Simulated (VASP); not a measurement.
Crystal: SnO2.

```xyz
6
Lattice="-1.9930 1.9930 5.0844 1.9930 -1.9930 5.0844 1.9930 1.9930 -5.0844" Properties=species:S:1:pos:R:3 pbc="T T T"
Sn    0.0000    1.9930    2.5422
Sn    0.0000    0.0000    0.0000
O     0.0000    0.0000    8.0938
O     0.0000    1.9930    4.6173
O     0.0000    0.0000    2.0750
O     0.0000    1.9930    0.4672
```

This cell differs from its parent crystal: strain -0.3%.

Base run:

```yaml
Program: VASP 6.6.1
Functional: PBE
Potentials_or_basis: VASP PAW PBE potentials, release 64 (Sn_d, O)
Cutoff: 520 eV
k_mesh: 10 × 10 × 10
Occupations: fermi-dirac, width 0.02 eV
Spin: no spin polarisation
```

Its results: band gap on the k mesh 1.79 eV (least direct gap 2.19 eV); pressure 9.1 GPa; largest force 0.120 eV/Å.

Q: The run is repeated on the same cell with these changes: functional from PBE to r2SCAN; occupations from fermi-dirac, width 0.02 eV to gaussian, width 0.01 eV. What comes out?

A: Band gap on the k mesh 2.45 eV (least direct gap 2.88 eV); pressure 2.8 GPa; largest force 0.043 eV/Å.

Caveats: spin-orbit coupling is left out, which moves the levels of the heavy elements; the cell stands under pressure (at least some runs); the PAW data sets were made with another functional, which shifts forces and pressure a little (at least some runs).

A k mesh can miss the band edges.
